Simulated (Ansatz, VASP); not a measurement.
## One calculation of GaN, two programs

```
Ga N
1.0
     0.00000    2.16336    2.25350
     2.16336    0.00000    2.25350
     2.16336    2.16336    0.00000
Ga N
1 1
Direct
  0.00000 0.00000 0.00000
  0.75000 0.75000 0.75000
```

Change from the starting cell: strain -0.040 along x and y, +0.000 along z, atoms carried along.

Alike in both runs: task single point; functional r2SCAN; k mesh 10 × 10 × 10; occupations gaussian, width 0.05 eV; no spin polarisation.

|  | VASP | Ansatz |
| --- | --- | --- |
| version | VASP 6.6.1 | Ansatz 0.2.0 |
| potentials or method | VASP PAW PBE potentials, release 64 (Ga_d, N), cutoff 520 eV | scalar-relativistic, plane waves, PAW |
| valence electrons in the cell | 18 | 18 |

Ansatz gave:

```
gap on the k mesh at the Fermi level (eV)                     : 2.60
least direct gap on the mesh (eV)                             : 2.60
pressure (GPa)                                                : 17.3
traceless stress, the component that is largest in VASP (GPa) : -3.74
```

Task: Which values does VASP return?

Result: gap on the k mesh at the Fermi level (eV): 2.59; least direct gap on the mesh (eV): 2.59; pressure (GPa): 18.6; traceless stress, the component that is largest in VASP (GPa): -3.64.

VASP's potentials were made for PBE, not for r2SCAN. With one functional, cell and mesh, what is left measures potentials, basis and numerics.
